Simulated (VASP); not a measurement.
Input of a VASP 6.6.1 run:

The input POSCAR:

```
BaF2
1.0
    0.0000000000      2.9681514028      2.9681514028
    2.9681514028      0.0000000000      2.9681514028
    2.9681514028      2.9681514028      0.0000000000
Ba F
1 2
Direct
    0.0000000000      0.0000000000      0.0000000000
    0.2500000000      0.2500000000      0.2500000000
    0.7500000000      0.7500000000      0.7500000000
```

INCAR.step1

```
SYSTEM = BaF2
PREC     = Accurate       ! precision mode
ENCUT    = 1490           ! plane-wave cutoff, eV
ISMEAR   = 0              ! smearing method
SIGMA    = 0.02           ! smearing width, eV
LREAL    = .FALSE.        ! projectors in reciprocal space
LASPH    = .TRUE.         ! aspherical terms in the spheres
NELM     = 120            ! most SCF steps
NBANDS   = 19             ! bands
GGA      = PE             ! functional
ALGO     = Normal         ! electronic algorithm
EDIFF    = 1E-5           ! SCF threshold, eV
LWAVE    = .TRUE.         ! write WAVECAR
LCHARG   = .FALSE.        ! write CHGCAR
GGA_COMPAT= .FALSE.
```

File INCAR.step2:

```
SYSTEM = BaF2
PREC     = Accurate       ! precision mode
ENCUT    = 1490           ! plane-wave cutoff, eV
EDIFF    = 1E-6           ! SCF threshold, eV
ISMEAR   = 0              ! smearing method
SIGMA    = 0.02           ! smearing width, eV
LREAL    = .FALSE.        ! projectors in reciprocal space
LASPH    = .TRUE.         ! aspherical terms in the spheres
NELM     = 120            ! most SCF steps
ALGO     = Normal         ! electronic algorithm
ISIF     = 2              ! what is computed and relaxed
LWAVE    = .FALSE.        ! write WAVECAR
LCHARG   = .FALSE.        ! write CHGCAR
METAGGA  = R2SCAN         ! meta-GGA
LMIXTAU  = .TRUE.       
NBANDS   = 19             ! bands
ISTART   = 1            
GGA_COMPAT= .FALSE.
```

The input KPOINTS:

```
regular mesh
0
G
  6 6 6
  0 0 0
```

Potentials or basis: VASP PAW PBE potentials, release 64 (Ba_sv, F_h).

Run with:

```bash
$ cat potpaw_PBE.64/Ba_sv/POTCAR potpaw_PBE.64/F_h/POTCAR > POTCAR
$ cp INCAR.step1 INCAR
$ mpirun -np 1 vasp_std > vasp.out
$ cp INCAR.step2 INCAR
$ mpirun -np 1 vasp_std > vasp.out
```

Problem. Predict the band gap on the k mesh.

Solution. 7.90 eV (least direct gap 8.05 eV).

Problem. Predict the pressure.

Solution. 12.3 GPa.

Caveat: the cell stands under pressure; the PAW data sets were made with another functional, which shifts forces and pressure a little; spin-orbit coupling is left out, which moves the levels of the heavy elements. r2SCAN opens gaps a little over a GGA but as a rule still falls short of measured ones.
